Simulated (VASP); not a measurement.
# Na (I4/mmm) in VASP: notebook

Runs on Na. Level: PBEsol+D3(BJ). Tasks: single point.

Program: VASP 6.6.1. These are calculated values, not measurements. Logs are shortened: lines on timing, memory, paths and dates and some standing lists are left out, and cuts for length are marked.

## 1. The cell of the first run

The structure is tetragonal, space group I4/mmm (No. 139). Conventional cell: a = 3.673 Å, b = 3.673 Å, c = 4.900 Å, α = 90.00°, β = 90.00°, γ = 90.00°. Within 4.7 Å of Na (site symmetry 4/mmm) lie 12 Na at 3.57 to 3.67 Å.

## 2. Single point, PBEsol+D3(BJ)

File INCAR:

```
SYSTEM = Na
ALGO = Normal
EDIFF = 1E-6
ENCUT = 520
GGA = PS
ISIF = 2
ISMEAR = -1
IVDW = 12
LASPH = .True.
LCHARG = .False.
LREAL = .False.
LWAVE = .False.
NBANDS = 10
NELM = 80
PREC = Accurate
SIGMA = 0.05
```

File KPOINTS:

```
k-points
0
Gamma
  10 10 10
  0 0 0
```

File POSCAR:

```
Na
1.0
   -1.8366614529      1.8366614529      2.4502158750
    1.8366614529     -1.8366614529      2.4502158750
    1.8366614529      1.8366614529     -2.4502158750
Na
1
Direct
    0.0000000000      0.0000000000      0.0000000000
```

Potentials or basis: VASP PAW PBE potentials, release 64 (Na_pv).

On the command line:

```sh
cat potpaw_PBE.64/Na_pv/POTCAR > POTCAR
mpirun -np 1 vasp_std > vasp.out
```

OUTCAR:

```text
SYSTEM = Na
   EDIFF = 1E-6
   ENCUT = 520
   GGA = PS
   ISIF = 2
   ISMEAR = -1
   IVDW = 12
   LASPH = .True.
   LREAL = .False.
   NELM = 80
   PREC = Accurate
 IVDW          = 12

 ion  position               nearest neighbor table
   1  0.000  0.000  0.000-

  LATTYP: Found a body centered tetragonal cell.
 ALAT       =     3.6733229058
 C/A-ratio  =     1.3340596173

  Lattice vectors:

 A1 = (  -1.8366614529,   1.8366614529,   2.4502158750)
 A2 = (   1.8366614529,  -1.8366614529,   2.4502158750)
 A3 = (   1.8366614529,   1.8366614529,  -2.4502158750)

Analysis of symmetry for initial positions (statically):
=====================================================================
 Subroutine PRICEL returns:
 Original cell was already a primitive cell.

 Routine SETGRP: Setting up the symmetry group for a
 body centered tetragonal supercell.

 Subroutine GETGRP returns: Found 16 space group operations
 (whereof 16 operations were pure point group operations)
 out of a pool of 16 trial point group operations.

The static configuration has the point symmetry D_4h.

Analysis of symmetry for dynamics (positions and initial velocities):
=====================================================================
 Subroutine PRICEL returns:
 Original cell was already a primitive cell.

 Routine SETGRP: Setting up the symmetry group for a
 body centered tetragonal supercell.

 Subroutine GETGRP returns: Found 16 space group operations
 (whereof 16 operations were pure point group operations)
 out of a pool of 16 trial point group operations.

The dynamic configuration has the point symmetry D_4h.

 Subroutine INISYM returns: Found 16 space group operations
 (whereof 16 operations are pure point group operations),
 and found     1 'primitive' translations

----------------------------------------------------------------------------------------

                                     Primitive cell

  volume of cell :      33.0615

  direct lattice vectors                    reciprocal lattice vectors
    -1.836661453  1.836661453  2.450215875     0.000000000  0.272233078  0.204063652
     1.836661453 -1.836661453  2.450215875     0.272233078  0.000000000  0.204063652
     1.836661453  1.836661453 -2.450215875     0.272233078  0.272233078  0.000000000

  length of vectors
     3.570743399  3.570743399  3.570743399     0.340224665  0.340224665  0.384995711

  position of ions in fractional coordinates (direct lattice)
     0.000000000  0.000000000  0.000000000

  ion indices of the primitive-cell ions
   primitive index   ion index
                 1           1

----------------------------------------------------------------------------------------

 KPOINTS: k-points

Automatic generation of k-mesh.
 Grid dimensions read from file:
 generate k-points for:   10   10   10

 Generating k-lattice:

  Cartesian coordinates                     Fractional coordinates (reciprocal lattice)
     0.000000000  0.027223308  0.020406365     0.100000000  0.000000000 -0.000000000
     0.027223308  0.000000000  0.020406365     0.000000000  0.100000000 -0.000000000
     0.027223308  0.027223308  0.000000000     0.000000000  0.000000000  0.100000000

  Length of vectors
     0.034022467  0.034022467  0.038499571

  Shift w.r.t. Gamma in fractional coordinates (k-lattice)
     0.000000000  0.000000000  0.000000000

 Subroutine IBZKPT returns following result:
 ===========================================

 Found    102 irreducible k-points:

 Following reciprocal coordinates:
            Coordinates               Weight
  0.000000  0.000000  0.000000      1.000000
  0.100000 -0.000000  0.000000      8.000000
  0.200000 -0.000000  0.000000      8.000000
  0.300000  0.000000 -0.000000      8.000000
  0.400000  0.000000 -0.000000      8.000000
  0.500000  0.000000  0.000000      4.000000
[... 16 lines left out ...]
  0.300000  0.300000 -0.000000      8.000000
  0.400000  0.300000 -0.000000     16.000000
 [... further k-points ...]
   k-points           NKPTS =    102   k-points in BZ     NKDIM =    102   number of bands    NBANDS=     10
   number of dos      NEDOS =    301   number of ions     NIONS =      1
   total plane-waves  NPLWV =  21952
   dimension x,y,z NGX =    28 NGY =   28 NGZ =   28
   dimension x,y,z NGXF=    56 NGYF=   56 NGZF=   56
   ions per type =               1
   NGX,Y,Z   is equivalent  to a cutoff of  13.04, 13.04, 13.04 a.u.
   NGXF,Y,Z  is equivalent  to a cutoff of  26.07, 26.07, 26.07 a.u.
 SYSTEM =  Na
   PREC   = accura    normal or accurate (medium, high low for compatibility)
   ISTART =      0    job   : 0-new  1-cont  2-samecut
   ICHARG =      2    charge: 1-file 2-atom 10-const
   ISPIN  =      1    spin polarized calculation?
   LNONCOLLINEAR =      F non collinear calculations
   LSORBIT =      F    spin-orbit coupling
   LASPH  =      T    aspherical Exc in radial PAW
   ENCUT  =  520.0 eV  38.22 Ry    6.18 a.u.   6.64  6.64  6.64*2*pi/ulx,y,z
   NELM   =     80;   NELMIN=  2; NELMDL= -5     # of ELM steps
   EDIFF  = 0.1E-05   stopping-criterion for ELM
   LREAL  =      F    real-space projection
   EDIFFG = 0.1E-04   stopping-criterion for IOM
   NSW    =      0    number of steps for IOM
   IBRION =     -1    ionic relax: 0-MD 1-quasi-New 2-CG
   NFREE  =      0    steps in history (QN), initial steepest desc. (CG)
   ISIF   =      2    stress and relaxation
   ISYM   =      2    0-nonsym 1-usesym 2-fastsym
   POTIM  = 0.5000    time-step for ionic-motion
   TEBEG  =    0.0;   TEEND  =   0.0 temperature during run
   PSTRESS=    0.0 pullay stress
   NELECT =       7.0000    total number of electrons
   NUPDOWN=      -1.0000    fix difference up-down
   EMIN   =  10.00;   EMAX   =-10.00  energy-range for DOS
   EFERMI =   0.00;   METHOD = LEGACY
   ISMEAR =    -1;   SIGMA  =   0.05  broadening in eV -4-tet -1-fermi 0-gaus
   EFERMI_NEDOS =   21; number of points for ismear=-14 and -15
   IALGO  =     38    algorithm
   IMIX   =      4    mixing-type and parameters
     AMIX     =   0.40;   BMIX     =  1.00
     AMIX_MAG =   1.60;   BMIX_MAG =  1.00
  volume/ion in A,a.u.               =      33.06       223.11
  Fermi-wavevector in a.u.,A,eV,Ry     =   0.975738  1.843878 12.953632  0.952065
  Thomas-Fermi vector in A             =   2.106302
   LORBIT       =      0    0 simple, 1 ext, 2 COOP (PROOUT), +10 PAW based schemes
   GGA     = PS    functional components
   LHFCALC =     F    Hartree Fock is set to
   AEXX    =    0.0000 exact exchange contribution
   IVDW    =    12    specifies the selected vdW correction
   LEPSILON=     F    determine dielectric tensor
   LRPA    =     F    only Hartree local field effects (RPA)
 non-spin polarized calculation
  energy-cutoff  :      520.00
  volume of cell :       33.06
 maximum number of plane-waves:       925
   NGX = 13   NGY = 13   NGZ = 13

 number of electron       6.9999995 magnetization

 Free energy of the ion-electron system (eV)
  ---------------------------------------------------
  ext. energy  EPLUGINS =         0.00000000
  ---------------------------------------------------
  free energy    TOTEN  =        -1.39387067 eV

  energy without entropy =       -1.39016719  energy(sigma->0) =       -1.39201893

 E-fermi :   0.5700     XC(G=0):  -6.8115

 val. band max:        0.4942967247   @ k =  -0.2000  -0.4000   0.1000
 cond. band min:       0.5772431582   @ k =   0.4000   0.1000   0.0000
 fundamental gap:      0.0829464334
 Fermi energy:         0.5699647673

 k-point     1 :       0.0000    0.0000    0.0000
  band No.  band energies     occupation
      1     -24.0496      2.00000
      2     -24.0496      2.00000
      3     -24.0496      2.00000
      4      -2.8790      2.00000
      5      12.4118      0.00000
      6      12.4118      0.00000
      7      12.6235      0.00000
      8      13.6692      0.00000
      9      14.4007      0.00000
     10      14.4239      0.00000

 k-point     2 :       0.1000   -0.0000    0.0000
  band No.  band energies     occupation
      1     -24.0548      2.00000
      2     -24.0505      2.00000
      3     -24.0501      2.00000
      4      -2.6983      2.00000
      5      10.3594      0.00000
      6      12.0726      0.00000
      7      12.3184      0.00000
      8      13.7061      0.00000
      9      14.9142      0.00000
     10      14.9184      0.00000

 k-point     3 :       0.2000   -0.0000    0.0000
  band No.  band energies     occupation
      1     -24.0683      2.00000
      2     -24.0529      2.00000
      3     -24.0513      2.00000
      4      -2.1604      2.00000
      5       7.7900      0.00000
      6      11.5643      0.00000
      7      11.9715      0.00000
      8      13.1273      0.00000
      9      14.3076      0.00000
     10      15.2299      0.00000

 k-point     4 :       0.3000    0.0000   -0.0000
  band No.  band energies     occupation
      1     -24.0849      2.00000
      2     -24.0558      2.00000
      3     -24.0529      2.00000
      4      -1.2778      2.00000
      5       5.4243      0.00000
      6      11.2075      0.00000
      7      11.7608      0.00000
      8      12.7094      0.00000
      9      13.3010      0.00000
     10      14.3475      0.00000
[... 222 lines left out ...]
 k-point    22 :      -0.2000    0.2000    0.0000
  band No.  band energies     occupation
      1     -24.0674      2.00000
      2     -24.0567      2.00000
      3     -24.0546      2.00000
      4      -1.9608      2.00000
      5       9.4364      0.00000
      6      10.2315      0.00000
      7      10.2961      0.00000
      8      10.3128      0.00000
      9      13.1375      0.00000
     10      18.2626      0.00000

 k-point    23 :       0.3000    0.3000   -0.0000
  band No.  band energies     occupation
      1     -24.0892      2.00000
      2     -24.0794      2.00000
      3     -24.0587      2.00000
      4       1.3398      0.00000
      5       4.0177      0.00000
      6       5.0134      0.00000
      7       9.9677      0.00000
      8      11.2565      0.00000
      9      16.3008      0.00000
     10      17.4811      0.00000

 k-point    24 :       0.4000    0.3000   -0.0000
  band No.  band energies     occupation
      1     -24.0906      2.00000
      2     -24.0797      2.00000
      3     -24.0614      2.00000
      4       2.4228      0.00000
      5       3.0195      0.00000
      6       4.9636      0.00000
      7       9.3966      0.00000
      8      10.4191      0.00000
      9      16.4914      0.00000
     10      17.2016      0.00000

 [... further k-points ...]

------------------------ aborting loop because EDIFF is reached ----------------------------------------

 Edisp (eV)   -0.17398

 E8    (eV) :    -0.1232

  FORCE on cell =-STRESS in cart. coord.  units (eV):
  Direction    XX          YY          ZZ          XY          YZ          ZX
  --------------------------------------------------------------------------------------
  -------------------------------------------------------------------------------------
  Total      -0.00690    -0.00690    -0.00745     0.00000     0.00000     0.00000
  in kB      -0.33427    -0.33427    -0.36083     0.00000     0.00000     0.00000
  external pressure =       -0.34 kB  Pullay stress =        0.00 kB

 VOLUME and BASIS-vectors are now :
 -----------------------------------------------------------------------------
  energy-cutoff  :      520.00
  volume of cell :       33.06
      direct lattice vectors                 reciprocal lattice vectors
    -1.836661453  1.836661453  2.450215875     0.000000000  0.272233078  0.204063652
     1.836661453 -1.836661453  2.450215875     0.272233078  0.000000000  0.204063652
     1.836661453  1.836661453 -2.450215875     0.272233078  0.272233078  0.000000000

 POSITION                                       TOTAL-FORCE (eV/Angst)
 -----------------------------------------------------------------------------------
      0.00000      0.00000      0.00000         0.000000     -0.000000     -0.000000
 -----------------------------------------------------------------------------------
    total drift:                               -0.000000     -0.000000     -0.000000

  FREE ENERGIE OF THE ION-ELECTRON SYSTEM (eV)
  ---------------------------------------------------
  free  energy   TOTEN  =        -1.5678527134 eV

  energy  without entropy=       -1.5641492335  energy(sigma->0) =       -1.56600097
```

Run time: 19 s. Hardware: 1 thread of Intel Xeon 6975P-C (Granite Rapids), shared host; peak memory 0.17 GiB.

Results:

```
Free energy                : -1.5679 eV
Pressure                   : 0.0 GPa
Dispersion energy per atom : -0.174 eV
```

Levels at points of the mesh, in eV from the Fermi level:
```
           k point  band 1  band 2  band 3  band 4  band 5  band 6  band 7  band 8
(0.00, 0.00, 0.00)  -24.62  -24.62  -24.62   -3.45   11.84   11.84   12.05   13.10
(0.50, 0.00, 0.00)  -24.67  -24.63  -24.62    0.64    1.17   10.42   11.22   11.67
(0.50, 0.50, 0.00)  -24.67  -24.64  -24.63    1.76    2.36    6.88    8.05    8.07
(0.50, 0.50, 0.50)  -24.67  -24.64  -24.64    2.43    2.94    6.31    7.36    7.36
```

Caveat: the PAW data sets were made with another functional, which shifts forces and pressure a little; pairwise dispersion overbinds metals, which lowers pressure and volume.

## 3. Single point, PBEsol+D3(BJ)

This run uses another cell than the first one, of 33.27 Å³/atom, 1.006 times its volume.

File INCAR:

```
PREC = Accurate
ENCUT = 520
EDIFF = 1E-7
ISMEAR = -1
SIGMA = 0.05
LREAL = False
LASPH = True
NELM = 100
ALGO = Normal
ISIF = 2
LWAVE = False
LCHARG = True
GGA = PS
IVDW = 12
LELF = True
LVHAR = True
NBANDS = 10
```

File KPOINTS:

```
Automatic mesh
0
Gamma
  10 10 10
```

File POSCAR:

```
Na
1.0
   -1.8408226410      1.8408226410      2.4543568729
    1.8408226410     -1.8408226410      2.4543568729
    1.8408226410      1.8408226410     -2.4543568729
Na
1
Direct
    0.0000000000      0.0000000000      0.0000000000
```

Potentials or basis: VASP PAW PBE potentials, release 64 (Na_pv).

On the command line:

```sh
cat potpaw_PBE.64/Na_pv/POTCAR > POTCAR
mpirun -np 1 vasp_std > vasp.out
```

OUTCAR:

```text
PREC = Accurate
   ENCUT = 520
   EDIFF = 1E-7
   ISMEAR = -1
   LREAL = False
   LASPH = True
   NELM = 100
   ISIF = 2
   GGA = PS
   IVDW = 12
 IVDW          = 12

 ion  position               nearest neighbor table
   1  0.000  0.000  0.000-

  LATTYP: Found a body centered tetragonal cell.
 ALAT       =     3.6816452820
 C/A-ratio  =     1.3332935060

  Lattice vectors:

[... 488 lines left out ...]
      6       4.9242      0.00000
      7       9.3406      0.00000
      8      10.3636      0.00000
      9      16.4091      0.00000
     10      17.1150      0.00000

 [... further k-points ...]

------------------------ aborting loop because EDIFF is reached ----------------------------------------

 Edisp (eV)   -0.17285

 E8    (eV) :    -0.1224

  FORCE on cell =-STRESS in cart. coord.  units (eV):
  Direction    XX          YY          ZZ          XY          YZ          ZX
  --------------------------------------------------------------------------------------
  -------------------------------------------------------------------------------------
  Total      -0.01097    -0.01097    -0.01069     0.00000     0.00000     0.00000
  in kB      -0.52838    -0.52838    -0.51490     0.00000     0.00000     0.00000
  external pressure =       -0.52 kB  Pullay stress =        0.00 kB

 VOLUME and BASIS-vectors are now :
 -----------------------------------------------------------------------------
  energy-cutoff  :      520.00
  volume of cell :       33.27
      direct lattice vectors                 reciprocal lattice vectors
    -1.840822641  1.840822641  2.454356873     0.000000000  0.271617694  0.203719355
     1.840822641 -1.840822641  2.454356873     0.271617694  0.000000000  0.203719355
     1.840822641  1.840822641 -2.454356873     0.271617694  0.271617694  0.000000000

 POSITION                                       TOTAL-FORCE (eV/Angst)
 -----------------------------------------------------------------------------------
      0.00000      0.00000      0.00000        -0.000000      0.000000      0.000000
 -----------------------------------------------------------------------------------
    total drift:                               -0.000000     -0.000000     -0.000000

  FREE ENERGIE OF THE ION-ELECTRON SYSTEM (eV)
  ---------------------------------------------------
  free  energy   TOTEN  =        -1.5678271336 eV

  energy  without entropy=       -1.5641234873  energy(sigma->0) =       -1.56597531
```

stdout:

```text
POSCAR found type information on POSCAR Na
 POSCAR found :  1 types and       1 ions
 scaLAPACK will be used
 -----------------------------------------------------------------------------
|                                                                             |
|                                                                             |
|     You enforced a specific xc type in the INCAR file but a different       |
|     I HOPE YOU KNOW WHAT YOU ARE DOING!                                     |
|                                                                             |
 -----------------------------------------------------------------------------

 LDA part: xc-table for (Slater+PW92), standard interpolation
 POSCAR, INCAR and KPOINTS ok, starting setup
 FFT: planning ... GRIDC
 FFT: planning ... GRID_SOFT
 FFT: planning ... GRID
 WAVECAR not read
 entering main loop
```

Wall time 22 s (1 thread of Intel Xeon 6975P-C (Granite Rapids), shared host); peak memory 0.17 GiB.

Results:

```yaml
Free_energy: -1.5678 eV
Pressure: -0.1 GPa
Dispersion_energy_per_atom: -0.173 eV
```

Caveat: three body term missing; the PAW data sets were made with another functional, which shifts forces and pressure a little; pairwise dispersion overbinds metals, which lowers pressure and volume.
